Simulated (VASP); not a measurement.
# In3Sb (Pm-3m) in VASP: notebook, part 2 of 2

VASP 6.6.1. The steps go on from the part before.

### Step 5. Single point, PBEsol+D3(BJ) (volume scaled by 1.06)

The input, INCAR:

```
SYSTEM = In3Sb
ALGO     = Fast           ! electronic algorithm
EDIFF    = 1E-6           ! SCF threshold, eV
ENCUT    = 520            ! plane-wave cutoff, eV
GGA      = PS             ! functional
ISIF     = 2              ! what is computed and relaxed
ISMEAR   = 0              ! smearing method
IVDW     = 12             ! dispersion correction
LASPH    = .True.         ! aspherical terms in the spheres
LCHARG   = .False.        ! write CHGCAR
LREAL    = .False.        ! projectors in reciprocal space
LWAVE    = .False.        ! write WAVECAR
NBANDS   = 30             ! bands
NELM     = 80             ! most SCF steps
PREC     = Accurate       ! precision mode
SIGMA    = 0.1            ! smearing width, eV
```

The input, KPOINTS:

```
k-points
0
Gamma
  10 10 10
  0 0 0
```

The input, POSCAR:

```
In3Sb
1.0
    4.7312462744      0.0000000000      0.0000000000
    0.0000000000      4.7312462744      0.0000000000
    0.0000000000      0.0000000000      4.7312462744
In Sb
3 1
Direct
    0.5000000000      0.5000000000      0.0000000000
    0.5000000000      0.0000000000      0.5000000000
    0.0000000000      0.5000000000      0.5000000000
    0.0000000000      0.0000000000      0.0000000000
```

Potentials or basis: VASP PAW PBE potentials, release 64 (In_d, Sb).

Launch:

```sh
> cat potpaw_PBE.64/In_d/POTCAR potpaw_PBE.64/Sb/POTCAR > POTCAR
> mpirun -np 1 vasp_std > vasp.out
```

OUTCAR:

```text
SYSTEM = In3Sb
   EDIFF = 1E-6
   ENCUT = 520
   GGA = PS
   ISIF = 2
   ISMEAR = 0
   IVDW = 12
   LASPH = .True.
   LREAL = .False.
   NELM = 80
   PREC = Accurate
 IVDW          = 12

 ion  position               nearest neighbor table
   1  0.500  0.500  0.000-   2 3.35   3 3.35   4 3.35   2 3.35   3 3.35   2 3.35   4 3.35   2 3.35
                             3 3.35   4 3.35   3 3.35   4 3.35
   2  0.500  0.000  0.500-   1 3.35   3 3.35   4 3.35   1 3.35   4 3.35   1 3.35   3 3.35   1 3.35
                             3 3.35   4 3.35   4 3.35   3 3.35
   3  0.000  0.500  0.500-   1 3.35   2 3.35   4 3.35   1 3.35   4 3.35   2 3.35   4 3.35   4 3.35
                             1 3.35   2 3.35   1 3.35   2 3.35
   4  0.000  0.000  0.000-   1 3.35   2 3.35   3 3.35   2 3.35   3 3.35   1 3.35   3 3.35   3 3.35
                             1 3.35   2 3.35   2 3.35   1 3.35

  LATTYP: Found a simple cubic cell.
 ALAT       =     4.7312462744

  Lattice vectors:

 A1 = (   4.7312462744,   0.0000000000,   0.0000000000)
 A2 = (   0.0000000000,   4.7312462744,   0.0000000000)
 A3 = (   0.0000000000,   0.0000000000,   4.7312462744)

Analysis of symmetry for initial positions (statically):
[... 183 lines left out ...]
 fundamental gap:      0.0275866867
 Fermi energy:         7.4371234502

 k-point     1 :       0.0000    0.0000    0.0000
  band No.  band energies     occupation
      1      -7.1490      2.00000
      2      -7.1405      2.00000
      3      -7.1405      2.00000
      4      -7.1405      2.00000
      5      -6.9941      2.00000
      6      -6.9941      2.00000
[... 781 lines left out ...]
     29      12.7338      0.00000
     30      14.6904      0.00000

 [... further k-points ...]

------------------------ aborting loop because EDIFF is reached ----------------------------------------

 Edisp (eV)   -1.56756

 E8    (eV) :    -1.1183

  FORCE on cell =-STRESS in cart. coord.  units (eV):
  Direction    XX          YY          ZZ          XY          YZ          ZX
  --------------------------------------------------------------------------------------
  -------------------------------------------------------------------------------------
  Total      -1.75335    -1.75335    -1.75335     0.00000    -0.00000     0.00000
  in kB     -26.52485   -26.52485   -26.52485     0.00000    -0.00000     0.00000
  external pressure =      -26.52 kB  Pullay stress =        0.00 kB

 VOLUME and BASIS-vectors are now :
 -----------------------------------------------------------------------------
  energy-cutoff  :      520.00
  volume of cell :      105.91
      direct lattice vectors                 reciprocal lattice vectors
     4.731246274  0.000000000  0.000000000     0.211360801  0.000000000  0.000000000
     0.000000000  4.731246274  0.000000000     0.000000000  0.211360801  0.000000000
     0.000000000  0.000000000  4.731246274     0.000000000  0.000000000  0.211360801

 POSITION                                       TOTAL-FORCE (eV/Angst)
 -----------------------------------------------------------------------------------
      2.36562      2.36562      0.00000         0.000000      0.000000      0.000000
      2.36562      0.00000      2.36562         0.000000      0.000000      0.000000
      0.00000      2.36562      2.36562         0.000000      0.000000      0.000000
      0.00000      0.00000      0.00000         0.000000      0.000000      0.000000
 -----------------------------------------------------------------------------------
    total drift:                                0.000000      0.000000      0.000000

  FREE ENERGIE OF THE ION-ELECTRON SYSTEM (eV)
  ---------------------------------------------------
  free  energy   TOTEN  =       -14.9848968228 eV

  energy  without entropy=      -14.9719900379  energy(sigma->0) =      -14.97844343
```

OSZICAR:

```text
N       E                     dE             d eps       ncg     rms          rms(c)
DAV:   1     0.391432445201E+03    0.39143E+03   -0.20446E+04  3360   0.182E+03
DAV:   2     0.229854727936E+02   -0.36845E+03   -0.36128E+03  3384   0.436E+02
DAV:   3    -0.121344867536E+02   -0.35120E+02   -0.34401E+02  4080   0.155E+02
DAV:   4    -0.134859198416E+02   -0.13514E+01   -0.13491E+01  3946   0.327E+01
DAV:   5    -0.135544654920E+02   -0.68546E-01   -0.68538E-01  5060   0.617E+00    0.429E+00
RMM:   6    -0.134372915024E+02    0.11717E+00   -0.22111E-01  3750   0.486E+00    0.231E+00
RMM:   7    -0.134183941234E+02    0.18897E-01   -0.67386E-02  4059   0.208E+00    0.622E-01
RMM:   8    -0.134169353575E+02    0.14588E-02   -0.12968E-02  4605   0.116E+00    0.143E-01
RMM:   9    -0.134172654860E+02   -0.33013E-03   -0.39806E-03  5068   0.408E-01    0.161E-01
RMM:  10    -0.134180388510E+02   -0.77336E-03   -0.52275E-03  3875   0.871E-01    0.463E-01
RMM:  11    -0.134172889632E+02    0.74989E-03   -0.29500E-03  4038   0.659E-01    0.110E-02
RMM:  12    -0.134173298619E+02   -0.40899E-04   -0.47890E-04  5298   0.131E-01    0.317E-02
RMM:  13    -0.134173385273E+02   -0.86653E-05   -0.90814E-05  5495   0.512E-02    0.412E-02
RMM:  14    -0.134173410558E+02   -0.25286E-05   -0.15056E-05  4238   0.265E-02    0.456E-02
RMM:  15    -0.134173364750E+02    0.45809E-05   -0.75605E-06  4038   0.251E-02    0.187E-02
RMM:  16    -0.134173372920E+02   -0.81705E-06   -0.30991E-06  2560   0.135E-02
   1 F= -.14984897E+02 E0= -.14978443E+02  d E =-.129068E-01
```

Run time: 2.2 min. Hardware: 1 thread of Intel Xeon Platinum 8488C (Sapphire Rapids), shared host; peak memory 0.32 GiB.

Results:

```
Free energy                : -14.9849 eV
Pressure                   : -2.7 GPa
Band gap on the k mesh     : zero (band 22 reaches 7.99 eV, above the bottom of band 23 at 4.12 eV)
Dispersion energy per atom : -0.392 eV
```

Levels at points of the mesh, in eV from the Fermi level:
```tsv
k point	band 20	band 21	band 22	band 23	band 24	band 25
(0.00, 0.00, 0.00)	-3.02	-2.23	-2.23	2.42	2.42	2.42
(0.50, 0.00, 0.00)	-1.62	-1.59	-0.25	-0.25	0.21	1.04
(0.50, 0.50, 0.00)	-0.57	-0.07	0.46	0.46	1.53	1.57
(0.50, 0.50, 0.50)	-4.21	-4.21	-4.21	-3.31	5.65	5.65
```

Caveat: the PAW data sets were made with another functional, which shifts forces and pressure a little; spin-orbit coupling is left out, which moves the levels of the heavy elements; pairwise dispersion overbinds metals, which lowers pressure and volume.

### Step 6. Single point, PBEsol+D3(BJ) (volume scaled by 1.10)

The input, INCAR:

```
SYSTEM = In3Sb
ALGO = Fast
EDIFF = 1E-7
ENCUT = 520
GGA = PS
ISIF = 2
ISMEAR = 0
IVDW = 12
LASPH = .TRUE.
LCHARG = .TRUE.
LELF = .TRUE.
LREAL = .FALSE.
LVHAR = .TRUE.
LWAVE = .FALSE.
NBANDS = 30
NELM = 60
PREC = Accurate
SIGMA = 0.1
```

The input, KPOINTS:

```
k-points
0
G
  10 10 10
  0 0 0
```

The input, POSCAR:

```
In3Sb
1.0
    4.7900255303      0.0000000000      0.0000000000
    0.0000000000      4.7900255303      0.0000000000
    0.0000000000      0.0000000000      4.7900255303
In Sb
3 1
Direct
    0.5000000000      0.5000000000      0.0000000000
    0.5000000000      0.0000000000      0.5000000000
    0.0000000000      0.5000000000      0.5000000000
    0.0000000000      0.0000000000      0.0000000000
```

Potentials or basis: VASP PAW PBE potentials, release 64 (In_d, Sb).

Launch:

```sh
> cat potpaw_PBE.64/In_d/POTCAR potpaw_PBE.64/Sb/POTCAR > POTCAR
> mpirun -np 1 vasp_std > vasp.out
```

Wall time 2.5 min (1 thread of Intel Xeon Platinum 8488C (Sapphire Rapids), shared host); peak memory 0.32 GiB.

Results (log left out):

```
Free energy                : -14.9019 eV
Pressure                   : -4.0 GPa
Band gap on the k mesh     : zero (band 22 reaches 7.53 eV, above the bottom of band 23 at 3.85 eV)
Dispersion energy per atom : -0.377 eV
```

Levels at points of the mesh, in eV from the Fermi level:
| k point | band 19 | band 20 | band 21 | band 22 | band 23 | band 24 | band 25 | band 26 |
| --- | --- | --- | --- | --- | --- | --- | --- | --- |
| (0.00, 0.00, 0.00) | -2.85 | -2.85 | -2.26 | -2.26 | 2.38 | 2.38 | 2.38 | 3.94 |
| (0.50, 0.00, 0.00) | -1.67 | -1.52 | -1.52 | -0.17 | -0.17 | 0.24 | 1.11 | 4.62 |
| (0.50, 0.50, 0.00) | -5.70 | -0.53 | -0.05 | 0.41 | 0.41 | 1.47 | 1.61 | 1.61 |
| (0.50, 0.50, 0.50) | -4.36 | -4.00 | -4.00 | -4.00 | -3.14 | 5.47 | 5.47 | 5.47 |

Caveat: the PAW data sets were made with another functional, which shifts forces and pressure a little; spin-orbit coupling is left out, which moves the levels of the heavy elements; pairwise dispersion overbinds metals, which lowers pressure and volume.

### Step 7. The runs side by side

| cell | further INCAR settings | gap on the mesh (eV) | pressure (GPa) |
| --- | --- | --- | --- |
| a = 4.640 Å, 4 atoms | ALGO = Fast; EDIFF = 1e-06; NBANDS = 30 | none | 0.0 |
| a = 4.686 Å, 4 atoms | ALGO = Fast; EDIFF = 1e-07; NBANDS = 30 | none | -1.5 |
| a = 4.731 Å, 4 atoms | ALGO = Fast; EDIFF = 1e-06; NBANDS = 30 | none | -2.7 |
| a = 4.790 Å, 4 atoms | ALGO = Fast; EDIFF = 1e-07; NBANDS = 30 | none | -4.0 |

Alike in all rows: task single point; level PBEsol+D3(BJ); potentials or basis VASP PAW PBE potentials, release 64 (In_d, Sb); no spin polarisation; k mesh 10 × 10 × 10; cutoff (eV) 520; smearing gaussian 0.1 eV.

Caveats: the PAW data sets were made with another functional, which shifts forces and pressure a little; spin-orbit coupling is left out, which moves the levels of the heavy elements; pairwise dispersion overbinds metals, which lowers pressure and volume.

Total energies depend on the potentials used, so only differences within one code and one set of settings carry meaning.
